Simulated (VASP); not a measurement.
Set up this calculation in VASP 6.6.1, as the native input.

- Task: single point
- Functional: PBEsol
- Potentials or basis: VASP PAW PBE potentials, release 64 (Al, Cu)
- Cutoff: 520 eV
- k mesh: 10 × 10 × 14
- Occupations: gaussian, width 0.15 eV
- Spin: no spin polarisation
- Dipole correction: no
- Further INCAR settings: ALGO = Normal; EDIFF = 1e-07; NBANDS = 16

The structure of Al2Cu lies in POSCAR:

```
Al2Cu
1.0
    4.1317889166      0.0000000000      0.0000000000
    0.0000000000      4.1317889166      0.0000000000
    0.0000000000      0.0000000000      2.7795850418
Al Cu
2 1
Direct
    0.5000000000      0.0000000000      0.5000000000
    0.0000000000      0.5000000000      0.5000000000
    0.0000000000      0.0000000000      0.0000000000
```

This cell differs from its parent crystal: mode 4 frozen in at +0.000 Å, strain +e along z and -e/2 along x and y -0.0233.

The input as run:

INCAR

```
  ALGO = Normal
  EDIFF = 1E-7
  ENCUT = 520
  GGA = PS
  ISIF = 2
  ISMEAR = 0
  LASPH = True
  LCHARG = False
  LREAL = False
  LWAVE = False
  NBANDS = 16
  NELM = 60
  PREC = Accurate
  SIGMA = 0.15
```

KPOINTS

```
k-points
0
Gamma
  10 10 14
```

Potentials or basis: VASP PAW PBE potentials, release 64 (Al, Cu).

Run with:

```console
$ cat potpaw_PBE.64/Al/POTCAR potpaw_PBE.64/Cu/POTCAR > POTCAR
$ mpirun -np 1 vasp_std > vasp.out
```

It gave:

- Pressure: 0.6 GPa

Caveat: the cell differs from its parent crystal (mode 4 frozen in at +0.000 Å, strain +e along z and -e/2 along x and y -0.0233); the PAW data sets were made with another functional, which shifts forces and pressure a little.

It took 38 s on 1 thread of Intel(R) Xeon(R) 6975P-C (Granite Rapids), with other jobs on the host, peak memory 0.25 GiB.
